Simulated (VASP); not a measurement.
## MgB2 (pbe): single point with PBE

Crystal: MgB2 (pbe).

```
Mg B
1.0
     3.06276    0.00000    0.00000
    -1.53138    2.65243    0.00000
     0.00000    0.00000    3.52087
Mg B
1 2
Direct
  0.00000 0.00000 0.00000
  0.66667 0.33333 0.50000
  0.33333 0.66667 0.50000
```

```
Program             : VASP 6.6.1
Task                : single point
Functional          : PBE
Potentials or basis : VASP PAW PBE potentials, release 64 (Mg, B)
Cutoff              : 600 eV
k mesh              : 6 × 6 × 6
Occupations         : gaussian, width 0.1 eV
Spin                : no spin polarisation
```

| Quantity | Value |
| --- | --- |
| Pressure | 1.5 GPa |
| Band gap on the k mesh | zero (band 4 reaches 7.16 eV, above the bottom of band 5 at 3.34 eV) |

Stress tensor (GPa, compression positive):
```
 3.05  0.00  0.00
 0.00  3.05  0.00
 0.00  0.00 -1.75
```

Levels at points of the mesh, in eV from the Fermi level:
| k point | band 2 | band 3 | band 4 | band 5 | band 6 | band 7 |
| --- | --- | --- | --- | --- | --- | --- |
| (0.00, 0.00, 0.00) | -3.06 | 0.40 | 0.40 | 1.53 | 6.42 | 6.42 |
| (0.50, 0.00, 0.00) | -7.89 | -2.17 | 0.14 | 3.05 | 3.93 | 5.26 |
| (0.00, 0.00, 0.50) | -7.56 | 0.78 | 0.78 | 6.74 | 6.74 | 8.08 |
| (0.50, 0.00, 0.50) | -6.98 | -3.64 | -1.89 | -1.34 | 5.84 | 8.88 |

It took 4.6 s on 1 thread of AMD EPYC 9R45 96-Core Processor (Zen 5), on a shared host, peak memory 0.12 GiB.

Caveat: the k points lie up to 0.39 Å⁻¹ apart.
